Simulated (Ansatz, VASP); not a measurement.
# Si: VASP beside Ansatz

```
Si
1.0
     3.97922    0.00000    0.00000
    -1.98961    3.13860    0.00000
     0.00000    0.00000    6.28869
Si
4
Cartesian
  0.0000 2.0924 0.3964
  1.9896 1.0462 3.5408
  0.0000 2.0924 2.7479
  1.9896 1.0462 5.8923
```

Change from the starting cell: engineering shear strain xy +0.0000, strain +e along x and -e along y +0.0467.

Alike in both runs: task single point; functional LDA; k mesh 12 × 12 × 6; occupations gaussian, width 0.03 eV; no spin polarisation.

```csv
,VASP,Ansatz
version,VASP 6.6.1,Ansatz 0.2.0
potentials or method,"VASP PAW LDA potentials, release 64 (Si), cutoff 520 eV","scalar-relativistic, plane waves, PAW"
valence electrons in the cell,16,16
```

```tsv
	VASP	Ansatz	Ansatz less VASP
gap on the k mesh at the Fermi level (eV)	none	none	-
pressure (GPa)	0.7	0.7	-0.05
traceless stress, the component that is largest in VASP (GPa)	8.78	8.75	-0.029
rms of the force components (eV/Å)	0.553	0.552	-0.0008
```

Ansatz warns that its potentials were made for another functional, while VASP's fit it. LDA's correlation is that of Perdew and Zunger in VASP and of Perdew and Wang (1992) in Ansatz. Atom by atom the forces differ by 0.001 eV/Å (rms over components). A gap of «none» marks a metal or a gap that the smearing closes.
